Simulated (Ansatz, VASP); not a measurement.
## Si in VASP and in Ansatz

```
Si
1.0
     0.00000    2.73505    2.73505
     2.73505    0.00000    2.73505
     2.73505    2.73505    0.00000
Si
2
Cartesian
  4.1026 4.1026 4.1026
  2.7350 2.7350 2.7350
```

Alike in both runs: functional PBE; k mesh 8 × 8 × 8; occupations gaussian, width 0.02 eV; no spin polarisation.

Ansatz relaxed the structure, and its values are those at the end. VASP's run is a single point on that final structure, the one shown.

```csv
,VASP,Ansatz
version,VASP 6.6.1,Ansatz 0.2.0
potentials or method,"VASP PAW PBE potentials, release 64 (Si), cutoff 520 eV","scalar-relativistic, plane waves, PAW"
valence electrons in the cell,8,8
```

VASP gave:

* gap on the k mesh at the Fermi level (eV): 0.65
* least direct gap on the mesh (eV): 2.56
* pressure (GPa): -0.1

Which values does Ansatz return?

gap on the k mesh at the Fermi level (eV): 0.65; least direct gap on the mesh (eV): 2.55; pressure (GPa): 0.0.
